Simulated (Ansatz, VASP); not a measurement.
## InAs2: VASP beside Ansatz

INCAR

```
ALGO = Normal
EDIFF = 1E-6
EDIFFG = -0.01
ENCUT = 600
GGA = PE
IBRION = 2
ISIF = 3
ISMEAR = 0
LASPH = True
LCHARG = False
LREAL = False
LWAVE = False
NELM = 60
NSW = 100
PREC = Accurate
SIGMA = 0.1
```

File KPOINTS:

```
k-points
0
Gamma
  12 12 12
```

The input POSCAR:

```
InAs2
1.0
    0.0000000000      3.3611488912      3.3611488912
    3.3611488912      0.0000000000      3.3611488912
    3.3611488912      3.3611488912      0.0000000000
In As
1 2
Direct
    0.0000000000      0.0000000000      0.0000000000
    0.2500000000      0.2500000000      0.2500000000
    0.7500000000      0.7500000000      0.7500000000
```

Input for Ansatz:

```yaml
crystal:
  lattice:
    - [0.0, 3.3611488912, 3.3611488912]
    - [3.3611488912, 0.0, 3.3611488912]
    - [3.3611488912, 3.3611488912, 0.0]
  atoms:
    - { symbol: In, position: [0.0, 0.0, 0.0] }
    - { symbol: As, position: [0.25, 0.25, 0.25] }
    - { symbol: As, position: [0.75, 0.75, 0.75] }
basis:
  ecutwfc: 420
kpoints:
  mp_grid: { grid: [12, 12, 12] }
hamiltonian:
  xc: pbe
scf:
  occupations: { method: gaussian, width: 0.1 }
output:
  forces: true
  stress: true
  eigenvalues: true
  write_density: true
  write_potential: true
  elf: true
  volumetric_format: npy
relax:
  adjacent_minimum: "off"
  f_tol: 0.01
  max_steps: 80
  cell: { stress_tol: 0.05 }
```

Alike in both runs: task relaxation of cell and atoms; functional PBE; k mesh 12 × 12 × 12; occupations gaussian, width 0.1 eV; no spin polarisation.

|  | VASP | Ansatz |
| --- | --- | --- |
| version | VASP 6.6.1 | Ansatz 0.2.0 |
| potentials or method | VASP PAW PBE potentials, release 64 (In_d, As), cutoff 600 eV | scalar-relativistic, plane waves, PAW |
| valence electrons in the cell | 23 | 43 |

```tsv
	VASP	Ansatz	Ansatz less VASP
gap on the k mesh at the Fermi level, each at its own relaxed structure (eV)	none	none	-
relaxed volume (Å³/atom)	25.05	25.03	-0.020
relaxed cell length with the largest relative difference (Å)	4.737	4.736	-0.0012
```

A gap of «none» marks a metal or a gap that the smearing closes. VASP's potentials hold 23 valence electrons a cell and Ansatz's 43, so a difference there can come from the potentials and not from the codes.
